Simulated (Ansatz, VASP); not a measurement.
# One calculation of SiTe, two programs

File POSCAR:

```
SiTe
1.0
    3.7143358800      0.0000000000      0.0000000000
   -1.8571679400      3.2167092300      0.0000000000
    0.0000000000      0.0000000000      4.9763725600
Si Te
1 1
Direct
    0.0000000000      0.0000000000      0.5000000000
    0.0000000000      0.0000000000      0.0000000000
```

INCAR.step1

```
SYSTEM = SiTe
ALGO     = Normal         ! electronic algorithm
EDIFF    = 1E-5           ! SCF threshold, eV
ENCUT    = 440            ! plane-wave cutoff, eV
GGA      = PE             ! functional
GGA_COMPAT= .False.      
ISIF     = 2              ! what is computed and relaxed
ISMEAR   = -1             ! smearing method
LASPH    = .True.         ! aspherical terms in the spheres
LREAL    = .False.        ! projectors in reciprocal space
LWAVE    = .True.         ! write WAVECAR
NBANDS   = 12             ! bands
NELM     = 120            ! most SCF steps
PREC     = Accurate       ! precision mode
SIGMA    = 0.05           ! smearing width, eV
```

Contents of INCAR.step2:

```
SYSTEM = SiTe
AEXX     = 0.25           ! exact-exchange fraction
ALGO     = Normal         ! electronic algorithm
EDIFF    = 1E-6           ! SCF threshold, eV
ENCUT    = 440            ! plane-wave cutoff, eV
GGA_COMPAT= .False.      
ISIF     = 2              ! what is computed and relaxed
ISMEAR   = -1             ! smearing method
ISTART   = 1            
LASPH    = .True.         ! aspherical terms in the spheres
LCHARG   = .True.         ! write CHGCAR
LELF     = .True.         ! ELF
LHFCALC  = .True.         ! exact exchange
LMIXTAU  = .True.       
LREAL    = .False.        ! projectors in reciprocal space
LVHAR    = .True.       
LWAVE    = .False.        ! write WAVECAR
METAGGA  = R2SCAN         ! meta-GGA
NBANDS   = 12             ! bands
NELM     = 120            ! most SCF steps
PREC     = Accurate       ! precision mode
PRECFOCK = Normal       
SIGMA    = 0.05           ! smearing width, eV
```

KPOINTS

```
k-points
0
Gamma
  4 4 3
  0 0 0
```

The input input:

```
crystal:
  lattice:
    - [3.71433588, 0.0, 0.0]
    - [-1.85716794, 3.21670923, 0.0]
    - [0.0, 0.0, 4.97637256]
  atoms:
    - { symbol: Si, position: [0.0, 0.0, 0.5] }
    - { symbol: Te, position: [0.0, 0.0, 0.0] }
hamiltonian:
  xc: r2scan0
  pseudopotentials: { kind: paw }
kpoints:
  mp_grid: { grid: [4, 4, 3] }
scf:
  occupations: { method: fermi_dirac, width: 0.05 }
output:
  forces: true
  stress: true
  eigenvalues: true
```

Alike in both runs: task single point; functional r2SCAN0; k mesh 4 × 4 × 3; occupations fermi-dirac, width 0.05 eV; no spin polarisation.

|  | VASP | Ansatz |
| --- | --- | --- |
| version | VASP 6.6.1 | Ansatz 0.2.0 |
| potentials or method | VASP PAW PBE potentials, release 64 (Si, Te) | Ansatz PAW |
| plane-wave cutoff (eV) | 440 | 500 |
| valence electrons in the cell | 10 | 20 |

VASP gave:

- gap on the k mesh at the Fermi level (eV): none
- pressure (GPa): 0.4
- traceless stress, the component that is largest in VASP (GPa): 4.27

Problem. Which values does Ansatz return?

Solution. gap on the k mesh at the Fermi level (eV): none; pressure (GPa): -1.1; traceless stress, the component that is largest in VASP (GPa): 5.29.

VASP's potentials were made for PBE, not for r2SCAN0. A gap of «none» marks a metal or a gap that the smearing closes. VASP's potentials hold 10 valence electrons a cell and Ansatz's 20, so a difference there can come from the potentials and not from the codes.

The k mesh is coarse, so the values compare programs but aren't converged. Spin-orbit coupling is off throughout.
